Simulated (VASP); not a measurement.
Wanted: the native input for a VASP 6.6.1 run.

| Quantity | Value |
| --- | --- |
| Task | single point |
| Functional | PBEsol |
| Potentials or basis | VASP PAW PBE potentials, release 64 (Zn, Se) |
| Cutoff | 520 eV |
| k mesh | 6 × 6 × 6 |
| Occupations | gaussian, width 0.05 eV |
| Spin | no spin polarisation |
| Dipole correction | no |
| Further INCAR settings | ALGO = Normal; EDIFF = 1e-07; NBANDS = 60 |

The structure of ZnSe2 lies in POSCAR:

```
ZnSe2
1.0
    6.4250100705      0.0000000000      0.0000000000
    0.0000000000      6.4250100705      0.0000000000
    0.0000000000      0.0000000000      6.8240031959
Zn Se
4 8
Direct
    0.5000000000      0.5000000000      0.0000000000
    0.5000000000      0.0000000000      0.5000000000
    0.0000000000      0.5000000000      0.5000000000
    0.0000000000      0.0000000000      0.0000000000
    0.1099579274      0.8900420726      0.3900420726
    0.8900420726      0.3900420726      0.1099579274
    0.3900420726      0.1099579274      0.8900420726
    0.6099579274      0.6099579274      0.6099579274
    0.8900420726      0.1099579274      0.6099579274
    0.1099579274      0.6099579274      0.8900420726
    0.6099579274      0.8900420726      0.1099579274
    0.3900420726      0.3900420726      0.3900420726
```

The input as run:

INCAR

```
SYSTEM = ZnSe2
ALGO     = Normal         ! electronic algorithm
EDIFF    = 1E-7           ! SCF threshold, eV
ENCUT    = 520            ! plane-wave cutoff, eV
GGA      = PS             ! functional
ISIF     = 2              ! what is computed and relaxed
ISMEAR   = 0              ! smearing method
KPAR     = 4            
LASPH    = .True.         ! aspherical terms in the spheres
LCHARG   = .False.        ! write CHGCAR
LREAL    = .False.        ! projectors in reciprocal space
LWAVE    = .False.        ! write WAVECAR
NBANDS   = 60             ! bands
NELM     = 100            ! most SCF steps
PREC     = Accurate       ! precision mode
SIGMA    = 0.05           ! smearing width, eV
```

KPOINTS

```
k-points
0
Gamma
  6 6 6
  0 0 0
```

Potentials or basis: VASP PAW PBE potentials, release 64 (Zn, Se).

Run with:

```console
$ cat potpaw_PBE.64/Zn/POTCAR potpaw_PBE.64/Se/POTCAR > POTCAR
$ mpirun -np 4 vasp_std > vasp.out
```

Results of the run:

The pressure is -7.7 GPa. The largest force is 0.675 eV/Å and the band gap on the k mesh is 0.38 eV (least direct gap 0.66 eV).

Caveat: the cell stands under tension; semilocal functionals underestimate gaps, and a narrow one can read as zero; the PAW data sets were made with another functional, which shifts forces and pressure a little.

Run time: 7.5 min on 4 MPI ranks on Oxide Virtual Turin-like Processor, with other jobs on the host, peak memory 0.88 GiB a rank.
